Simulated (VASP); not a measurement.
# Hg (P6/mmm) in VASP: notebook

Runs on Hg. Level: PBE. Tasks: single point.

Everything below comes from runs of VASP 6.6.1. Logs are shortened: lines on timing, memory, paths and dates and some standing lists are left out, and cuts for length are marked.

## Step 1: The cell of the first run

The structure is hexagonal, space group P6/mmm (No. 191). The conventional cell has a = 2.384 Å, b = 2.384 Å, c = 2.299 Å, α = 90.00°, β = 90.00°, γ = 120.00°. Within 3.0 Å of Hg (site symmetry 6/mmm) lie 8 Hg at 2.30 to 2.38 Å.

## Step 2: Single point, PBE

File INCAR:

```
  ALGO = Normal
  EDIFF = 1E-6
  ENCUT = 520
  GGA = PE
  ISIF = 2
  ISMEAR = -1
  LASPH = True
  LCHARG = False
  LREAL = False
  LWAVE = False
  NBANDS = 12
  NELM = 100
  PREC = Accurate
  SIGMA = 0.1
```

File KPOINTS:

```
k-points
0
Gamma
  13 13 12
```

File POSCAR:

```
Hg
1.0
    2.3844233924      0.0000000000      0.0000000000
   -1.1922116962      2.0649712312      0.0000000000
    0.0000000000      0.0000000000      2.2988574266
Hg
1
Direct
    0.0000000000      0.0000000000      0.0000000000
```

Potentials or basis: VASP PAW PBE potentials, release 64 (Hg).

Started as:

```
$ cat potpaw_PBE.64/Hg/POTCAR > POTCAR
$ mpirun -np 1 vasp_std > vasp.out
```

OUTCAR:

```text
EDIFF = 1E-6
   ENCUT = 520
   GGA = PE
   ISIF = 2
   ISMEAR = -1
   LASPH = True
   LREAL = False
   NELM = 100
   PREC = Accurate

 ion  position               nearest neighbor table
   1  0.000  0.000  0.000-

  LATTYP: Found a hexagonal cell.
 ALAT       =     2.3844233924
 C/A-ratio  =     0.9641146090

  Lattice vectors:

 A1 = (   2.3844233924,   0.0000000000,   0.0000000000)
 A2 = (  -1.1922116962,   2.0649712312,   0.0000000000)
 A3 = (   0.0000000000,   0.0000000000,   2.2988574266)

Analysis of symmetry for initial positions (statically):
=====================================================================
 Subroutine PRICEL returns:
 Original cell was already a primitive cell.

 Routine SETGRP: Setting up the symmetry group for a
 hexagonal supercell.

 Subroutine GETGRP returns: Found 24 space group operations
 (whereof 24 operations were pure point group operations)
 out of a pool of 24 trial point group operations.

The static configuration has the point symmetry D_6h.

Analysis of symmetry for dynamics (positions and initial velocities):
=====================================================================
 Subroutine PRICEL returns:
 Original cell was already a primitive cell.

 Routine SETGRP: Setting up the symmetry group for a
 hexagonal supercell.

 Subroutine GETGRP returns: Found 24 space group operations
 (whereof 24 operations were pure point group operations)
 out of a pool of 24 trial point group operations.

The dynamic configuration has the point symmetry D_6h.

 Subroutine INISYM returns: Found 24 space group operations
 (whereof 24 operations are pure point group operations),
 and found     1 'primitive' translations

----------------------------------------------------------------------------------------

                                     Primitive cell

  volume of cell :      11.3190

  direct lattice vectors                    reciprocal lattice vectors
     2.384423392  0.000000000  0.000000000     0.419388605  0.242134124  0.000000000
    -1.192211696  2.064971231  0.000000000     0.000000000  0.484268248  0.000000000
     0.000000000  0.000000000  2.298857427     0.000000000  0.000000000  0.434998703

  length of vectors
     2.384423392  2.384423392  2.298857427     0.484268248  0.484268248  0.434998703

  position of ions in fractional coordinates (direct lattice)
     0.000000000  0.000000000  0.000000000

  ion indices of the primitive-cell ions
   primitive index   ion index
                 1           1

----------------------------------------------------------------------------------------

 KPOINTS: k-points

Automatic generation of k-mesh.
 Grid dimensions read from file:
 generate k-points for:   13   13   12

 Generating k-lattice:

  Cartesian coordinates                     Fractional coordinates (reciprocal lattice)
     0.032260662  0.018625702  0.000000000     0.076923077  0.000000000  0.000000000
     0.000000000  0.037251404  0.000000000     0.000000000  0.076923077  0.000000000
     0.000000000  0.000000000  0.036249892     0.000000000  0.000000000  0.083333333

  Length of vectors
     0.037251404  0.037251404  0.036249892

  Shift w.r.t. Gamma in fractional coordinates (k-lattice)
     0.000000000  0.000000000  0.000000000

 Subroutine IBZKPT returns following result:
 ===========================================

 Found    147 irreducible k-points:

 Following reciprocal coordinates:
            Coordinates               Weight
  0.000000  0.000000  0.000000      1.000000
  0.076923  0.000000  0.000000      6.000000
  0.153846  0.000000  0.000000      6.000000
  0.230769  0.000000  0.000000      6.000000
  0.307692  0.000000  0.000000      6.000000
  0.384615  0.000000  0.000000      6.000000
[... 16 lines left out ...]
  0.076923  0.000000  0.083333     12.000000
  0.153846  0.000000  0.083333     12.000000
 [... further k-points ...]
   k-points           NKPTS =    147   k-points in BZ     NKDIM =    147   number of bands    NBANDS=     12
   number of dos      NEDOS =    301   number of ions     NIONS =      1
   total plane-waves  NPLWV =   5832
   dimension x,y,z NGX =    18 NGY =   18 NGZ =   18
   dimension x,y,z NGXF=    36 NGYF=   36 NGZF=   36
   ions per type =               1
   NGX,Y,Z   is equivalent  to a cutoff of  12.55, 12.55, 13.02 a.u.
   NGXF,Y,Z  is equivalent  to a cutoff of  25.10, 25.10, 26.03 a.u.
 SYSTEM =  unknown system
   PREC   = accura    normal or accurate (medium, high low for compatibility)
   ISTART =      0    job   : 0-new  1-cont  2-samecut
   ICHARG =      2    charge: 1-file 2-atom 10-const
   ISPIN  =      1    spin polarized calculation?
   LNONCOLLINEAR =      F non collinear calculations
   LSORBIT =      F    spin-orbit coupling
   LASPH  =      T    aspherical Exc in radial PAW
   ENCUT  =  520.0 eV  38.22 Ry    6.18 a.u.   4.43  4.43  4.27*2*pi/ulx,y,z
   NELM   =    100;   NELMIN=  2; NELMDL= -5     # of ELM steps
   EDIFF  = 0.1E-05   stopping-criterion for ELM
   LREAL  =      F    real-space projection
   EDIFFG = 0.1E-04   stopping-criterion for IOM
   NSW    =      0    number of steps for IOM
   IBRION =     -1    ionic relax: 0-MD 1-quasi-New 2-CG
   NFREE  =      0    steps in history (QN), initial steepest desc. (CG)
   ISIF   =      2    stress and relaxation
   ISYM   =      2    0-nonsym 1-usesym 2-fastsym
   POTIM  = 0.5000    time-step for ionic-motion
   TEBEG  =    0.0;   TEEND  =   0.0 temperature during run
   PSTRESS=    0.0 pullay stress
   NELECT =      12.0000    total number of electrons
   NUPDOWN=      -1.0000    fix difference up-down
   EMIN   =  10.00;   EMAX   =-10.00  energy-range for DOS
   EFERMI =   0.00;   METHOD = LEGACY
   ISMEAR =    -1;   SIGMA  =   0.10  broadening in eV -4-tet -1-fermi 0-gaus
   EFERMI_NEDOS =   21; number of points for ismear=-14 and -15
   IALGO  =     38    algorithm
   IMIX   =      4    mixing-type and parameters
     AMIX     =   0.40;   BMIX     =  1.00
     AMIX_MAG =   1.60;   BMIX_MAG =  1.00
  volume/ion in A,a.u.               =      11.32        76.38
  Fermi-wavevector in a.u.,A,eV,Ry     =   1.669291  3.154503 37.913085  2.786533
  Thomas-Fermi vector in A             =   2.754990
   LORBIT       =      0    0 simple, 1 ext, 2 COOP (PROOUT), +10 PAW based schemes
   GGA     = PE    functional components
   LHFCALC =     F    Hartree Fock is set to
   AEXX    =    0.0000 exact exchange contribution
   IVDW    =     0    specifies the selected vdW correction
   LEPSILON=     F    determine dielectric tensor
   LRPA    =     F    only Hartree local field effects (RPA)
 non-spin polarized calculation
  energy-cutoff  :      520.00
  volume of cell :       11.32
 maximum number of plane-waves:       320
 NGX is ok and might be reduce to    18
   NGX =  9   NGY =  9   NGZ =  9

 number of electron      12.0000003 magnetization

 Free energy of the ion-electron system (eV)
  ---------------------------------------------------
  ext. energy  EPLUGINS =         0.00000000
  ---------------------------------------------------
  free energy    TOTEN  =         7.39604906 eV

  energy without entropy =        7.40631254  energy(sigma->0) =        7.40118080

 E-fermi :  13.9504     XC(G=0): -15.2577

 val. band max:       13.9198693926   @ k =   0.3077   0.3077   0.2500
 cond. band min:      14.0115154759   @ k =   0.1538   0.0000   0.4167
 fundamental gap:      0.0916460834
 Fermi energy:        13.9503894466

 k-point     1 :       0.0000    0.0000    0.0000
  band No.  band energies     occupation
      1      -5.7155      2.00000
      2      -3.4378      2.00000
      3       0.3475      2.00000
      4       0.3475      2.00000
      5       5.6188      2.00000
      6       5.6188      2.00000
      7      25.7645      0.00000
      8      26.1986      0.00000
      9      34.5486      0.00000
     10      34.5486      0.00000
     11      35.2747      0.00000
     12      41.3384      0.00000

 k-point     2 :       0.0769    0.0000    0.0000
  band No.  band energies     occupation
      1      -5.3974      2.00000
      2      -3.3300      2.00000
      3       0.1598      2.00000
      4       0.6078      2.00000
      5       5.3663      2.00000
      6       5.5735      2.00000
      7      26.3131      0.00000
      8      26.6187      0.00000
      9      31.9789      0.00000
     10      33.5791      0.00000
     11      36.3889      0.00000
     12      42.2762      0.00000

 k-point     3 :       0.1538    0.0000    0.0000
  band No.  band energies     occupation
      1      -4.5578      2.00000
      2      -3.0187      2.00000
      3      -0.2220      2.00000
      4       1.3616      2.00000
      5       4.7142      2.00000
      6       5.4490      2.00000
      7      26.7562      0.00000
      8      27.8244      0.00000
      9      29.6261      0.00000
     10      31.5805      0.00000
     11      36.3830      0.00000
     12      43.4786      0.00000
[... 286 lines left out ...]
 k-point    23 :       0.0769    0.0000    0.0833
  band No.  band energies     occupation
      1      -5.1682      2.00000
      2      -3.0209      2.00000
      3       0.2023      2.00000
      4       0.6477      2.00000
      5       5.1294      2.00000
      6       5.3380      2.00000
      7      24.6355      0.00000
      8      26.7816      0.00000
      9      32.9417      0.00000
     10      34.1475      0.00000
     11      37.9597      0.00000
     12      41.4044      0.00000

 k-point    24 :       0.1538    0.0000    0.0833
  band No.  band energies     occupation
      1      -4.3101      2.00000
      2      -2.7390      2.00000
      3      -0.1759      2.00000
      4       1.3989      2.00000
      5       4.4745      2.00000
      6       5.2063      2.00000
      7      25.8364      0.00000
      8      27.0446      0.00000
      9      30.5430      0.00000
     10      32.0949      0.00000
     11      37.9677      0.00000
     12      41.6433      0.00000

 [... further k-points ...]
[... 5 lines left out ...]
  --------------------------------------------------------------------------------------
  -------------------------------------------------------------------------------------
  Total       28.2883744     28.2883744     28.2804420      0.0000000      0.0000000      0.0000000
  in kB     4004.1391088   4004.1391088   4003.0162994      0.0000000      0.0000000      0.0000000
  external PRESSURE =    4003.7648390 kB  Pullay stress =       0.0000000 kB

 VOLUME and BASIS-vectors are now :
 -----------------------------------------------------------------------------
  energy-cutoff  :      520.00
  volume of cell :       11.32
      direct lattice vectors                 reciprocal lattice vectors
     2.384423392  0.000000000  0.000000000     0.419388605  0.242134124  0.000000000
    -1.192211696  2.064971231  0.000000000     0.000000000  0.484268248  0.000000000
     0.000000000  0.000000000  2.298857427     0.000000000  0.000000000  0.434998703

 POSITION                                       TOTAL-FORCE (eV/Angst)
 -----------------------------------------------------------------------------------
      0.00000      0.00000      0.00000        -0.000000      0.000000      0.000000
 -----------------------------------------------------------------------------------
    total drift:                                0.000000      0.000000      0.000000

  FREE ENERGIE OF THE ION-ELECTRON SYSTEM (eV)
  ---------------------------------------------------
  free  energy   TOTEN  =         7.3960490619 eV

  energy  without entropy=        7.4063125366  energy(sigma->0) =        7.40118080
```

Wall time 9 s (1 thread of Intel Xeon Platinum 8375C at 2.90GHz (Ice Lake), shared host); peak memory 0.14 GiB.

What came out:

```yaml
Free_energy: 7.3960 eV
Pressure: 400.4 GPa
Band_gap_on_the_k_mesh: zero (bands 6 and 7 overlap by 5.02 eV)
```

Stress tensor (GPa, compression positive):
```
400.41   0.00   0.00
  0.00 400.41   0.00
  0.00   0.00 400.30
```

Levels at points of the mesh, in eV from the Fermi level:
```tsv
k point	band 3	band 4	band 5	band 6	band 7	band 8	band 9	band 10
(0.00, 0.00, 0.00)	-13.60	-13.60	-8.33	-8.33	11.81	12.25	20.60	20.60
(0.00, 0.00, 0.50)	-12.97	-11.29	-11.29	-9.15	-1.57	16.51	20.42	20.42
```

Caveat: the cell stands under pressure; spin-orbit coupling is left out, which moves the levels of the heavy elements.

## Step 3: Single point, PBE (11.32 Å³/atom)

File INCAR:

```
SYSTEM = Hg
PREC = Accurate
ENCUT = 520
EDIFF = 1E-7
ISMEAR = -1
SIGMA = 0.1
LREAL = .FALSE.
LASPH = .TRUE.
NELM = 100
ALGO = Normal
ISIF = 2
LWAVE = .FALSE.
LCHARG = .FALSE.
GGA = PE
NBANDS = 12
```

File KPOINTS:

```
regular mesh
0
G
  13 13 12
  0 0 0
```

POSCAR is that of step 2.

Potentials or basis: VASP PAW PBE potentials, release 64 (Hg).

Started as:

```
$ cat potpaw_PBE.64/Hg/POTCAR > POTCAR
$ mpirun -np 1 vasp_std > vasp.out
```

OUTCAR:

```text
SYSTEM = Hg
   PREC = Accurate
   ENCUT = 520
   EDIFF = 1E-7
   ISMEAR = -1
   LREAL = .FALSE.
   LASPH = .TRUE.
   NELM = 100
   ISIF = 2
   GGA = PE

 ion  position               nearest neighbor table
   1  0.000  0.000  0.000-

  LATTYP: Found a hexagonal cell.
 ALAT       =     2.3844233924
 C/A-ratio  =     0.9641146090

  Lattice vectors:

 A1 = (   2.3844233924,   0.0000000000,   0.0000000000)
 A2 = (  -1.1922116962,   2.0649712312,   0.0000000000)
 A3 = (   0.0000000000,   0.0000000000,   2.2988574266)

Analysis of symmetry for initial positions (statically):
=====================================================================
 Subroutine PRICEL returns:
 Original cell was already a primitive cell.

 Routine SETGRP: Setting up the symmetry group for a
 hexagonal supercell.

 Subroutine GETGRP returns: Found 24 space group operations
 (whereof 24 operations were pure point group operations)
 out of a pool of 24 trial point group operations.

The static configuration has the point symmetry D_6h.

Analysis of symmetry for dynamics (positions and initial velocities):
=====================================================================
 Subroutine PRICEL returns:
 Original cell was already a primitive cell.

 Routine SETGRP: Setting up the symmetry group for a
 hexagonal supercell.

 Subroutine GETGRP returns: Found 24 space group operations
 (whereof 24 operations were pure point group operations)
 out of a pool of 24 trial point group operations.

The dynamic configuration has the point symmetry D_6h.

 Subroutine INISYM returns: Found 24 space group operations
 (whereof 24 operations are pure point group operations),
 and found     1 'primitive' translations

----------------------------------------------------------------------------------------

                                     Primitive cell

[... 108 lines left out ...]
     AMIX_MAG =   1.60;   BMIX_MAG =  1.00
  volume/ion in A,a.u.               =      11.32        76.38
  Fermi-wavevector in a.u.,A,eV,Ry     =   1.669291  3.154503 37.913085  2.786533
  Thomas-Fermi vector in A             =   2.754990
   LORBIT       =      0    0 simple, 1 ext, 2 COOP (PROOUT), +10 PAW based schemes
   GGA     = PE    functional components
   LHFCALC =     F    Hartree Fock is set to
   AEXX    =    0.0000 exact exchange contribution
   IVDW    =     0    specifies the selected vdW correction
   LEPSILON=     F    determine dielectric tensor
   LRPA    =     F    only Hartree local field effects (RPA)
 non-spin polarized calculation
  energy-cutoff  :      520.00
  volume of cell :       11.32
 maximum number of plane-waves:       320
 NGX is ok and might be reduce to    18
   NGX =  9   NGY =  9   NGZ =  9

 number of electron      12.0000003 magnetization

 Free energy of the ion-electron system (eV)
  ---------------------------------------------------
  ext. energy  EPLUGINS =         0.00000000
  ---------------------------------------------------
  free energy    TOTEN  =         7.39604909 eV

  energy without entropy =        7.40631249  energy(sigma->0) =        7.40118079

 E-fermi :  13.9504     XC(G=0): -15.2577

 val. band max:       13.9198695432   @ k =   0.3077   0.3077   0.2500
 cond. band min:      14.0115298700   @ k =   0.1538   0.0000   0.4167
 fundamental gap:      0.0916603268
 Fermi energy:        13.9503904353

 k-point     1 :       0.0000    0.0000    0.0000
  band No.  band energies     occupation
      1      -5.7155      2.00000
      2      -3.4378      2.00000
      3       0.3475      2.00000
      4       0.3475      2.00000
      5       5.6188      2.00000
      6       5.6188      2.00000
      7      25.7645      0.00000
      8      26.1985      0.00000
      9      34.5486      0.00000
     10      34.5486      0.00000
     11      35.2747      0.00000
     12      41.3384      0.00000
[... 331 lines left out ...]
 k-point    24 :       0.1538    0.0000    0.0833
  band No.  band energies     occupation
      1      -4.3101      2.00000
      2      -2.7390      2.00000
      3      -0.1759      2.00000
      4       1.3989      2.00000
      5       4.4745      2.00000
      6       5.2063      2.00000
      7      25.8364      0.00000
      8      27.0446      0.00000
      9      30.5430      0.00000
     10      32.0949      0.00000
     11      37.9677      0.00000
     12      41.6433      0.00000

 [... further k-points ...]
[... 5 lines left out ...]
  --------------------------------------------------------------------------------------
  -------------------------------------------------------------------------------------
  Total       28.2882472     28.2882472     28.2809921      0.0000000      0.0000000      0.0000000
  in kB     4004.1211069   4004.1211069   4003.0941667      0.0000000      0.0000000      0.0000000
  external PRESSURE =    4003.7787935 kB  Pullay stress =       0.0000000 kB

 VOLUME and BASIS-vectors are now :
 -----------------------------------------------------------------------------
  energy-cutoff  :      520.00
  volume of cell :       11.32
      direct lattice vectors                 reciprocal lattice vectors
     2.384423392  0.000000000  0.000000000     0.419388605  0.242134124  0.000000000
    -1.192211696  2.064971231  0.000000000     0.000000000  0.484268248  0.000000000
     0.000000000  0.000000000  2.298857427     0.000000000  0.000000000  0.434998703

 POSITION                                       TOTAL-FORCE (eV/Angst)
 -----------------------------------------------------------------------------------
      0.00000      0.00000      0.00000         0.000000      0.000000      0.000000
 -----------------------------------------------------------------------------------
    total drift:                                0.000000      0.000000      0.000000

  FREE ENERGIE OF THE ION-ELECTRON SYSTEM (eV)
  ---------------------------------------------------
  free  energy   TOTEN  =         7.3960490890 eV

  energy  without entropy=        7.4063124888  energy(sigma->0) =        7.40118079
```

stdout:

```text
POSCAR found type information on POSCAR Hg
 POSCAR found :  1 types and       1 ions
 scaLAPACK will be used
 LDA part: xc-table for (Slater+PW92), standard interpolation
 POSCAR, INCAR and KPOINTS ok, starting setup
 FFT: planning ... GRIDC
 FFT: planning ... GRID_SOFT
 FFT: planning ... GRID
 WAVECAR not read
 entering main loop
```

Run time: 9.7 s. Hardware: 1 thread of Intel Xeon Platinum 8375C at 2.90GHz (Ice Lake), shared host; peak memory 0.13 GiB.

Results:

```yaml
Free_energy: 7.3960 eV
Pressure: 400.4 GPa
Band_gap_on_the_k_mesh: zero (bands 6 and 7 overlap by 5.02 eV)
```

Caveat: the cell stands under pressure; spin-orbit coupling is left out, which moves the levels of the heavy elements.

(Continued in part 2 of 2.)

The gap in the log of VASP goes by the Fermi energy; the results here count the filled bands.